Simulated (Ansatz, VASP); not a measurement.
# One calculation of Mo, two programs

Contents of INCAR:

```
ALGO     = Normal         # electronic algorithm
EDIFF    = 1E-6           # SCF threshold, eV
ENCUT    = 520            # plane-wave cutoff, eV
GGA      = PS             # functional
ISIF     = 2              # what is computed and relaxed
ISMEAR   = -1             # smearing method
LASPH    = T              # aspherical terms in the spheres
LCHARG   = T              # write CHGCAR
LELF     = T              # ELF
LREAL    = F              # projectors in reciprocal space
LVHAR    = T            
LWAVE    = F              # write WAVECAR
NBANDS   = 28             # bands
NELM     = 100            # most SCF steps
PREC     = Accurate       # precision mode
SIGMA    = 0.1            # smearing width, eV
```

Contents of KPOINTS:

```
k-points
0
Gamma
  9 9 14
```

Contents of POSCAR:

```
Mo
1.0
    4.5579942565      0.0000000000      0.0000000000
   -2.2789971283      3.9473388164      0.0000000000
    0.0000000000      0.0000000000      2.5015783142
Mo
3
Direct
    0.0000000000      0.0000000000      0.0000000000
    0.3333333333      0.6666666667      0.5000000000
    0.6666666667      0.3333333333      0.5000000000
```

Input for Ansatz:

```yaml
crystal:
  lattice:
    - [4.5579942565, 0.0, 0.0]
    - [-2.2789971283, 3.9473388164, 0.0]
    - [0.0, 0.0, 2.5015783142]
  atoms:
    - { symbol: Mo, position: [0.0, 0.0, 0.0] }
    - { symbol: Mo, position: [0.3333333333, 0.6666666667, 0.5] }
    - { symbol: Mo, position: [0.6666666667, 0.3333333333, 0.5] }
hamiltonian:
  xc: pbesol
  pseudopotentials:
    kind: paw
    azcp:
      Mo: "pseudopotentials/Mo.paw.azcp"
basis:
  ecutwfc: 420
  fft_grid_basis: typed
kpoints:
  mp_grid: { grid: [9, 9, 14], shift: [0, 0, 0] }
magnetization:
  spin_polarized: false
scf:
  occupations: { method: fermi_dirac, width: 0.1 }
  lower_state_search: "off"
output:
  stress: true
```

Alike in both runs: task single point; functional PBEsol; k mesh 9 × 9 × 14; occupations fermi-dirac, width 0.1 eV; no spin polarisation.

|  | VASP | Ansatz |
| --- | --- | --- |
| version | VASP 6.6.1 | Ansatz 0.2.0 |
| potentials or method | VASP PAW PBE potentials, release 64 (Mo_sv), cutoff 520 eV | plane waves (420 eV) with PAW, scalar-relativistic |
| valence electrons in the cell | 42 | 42 |

Ansatz gave:

```
pressure (GPa)                                                : 11.5
traceless stress, the component that is largest in VASP (GPa) : 0.17
```

Question: Estimate VASP's values.

Answer: Pressure (GPa): 12.1; traceless stress, the component that is largest in VASP (GPa): 0.39.

VASP's potentials were made for PBE, not for PBEsol, and Ansatz warns of the same on its side.
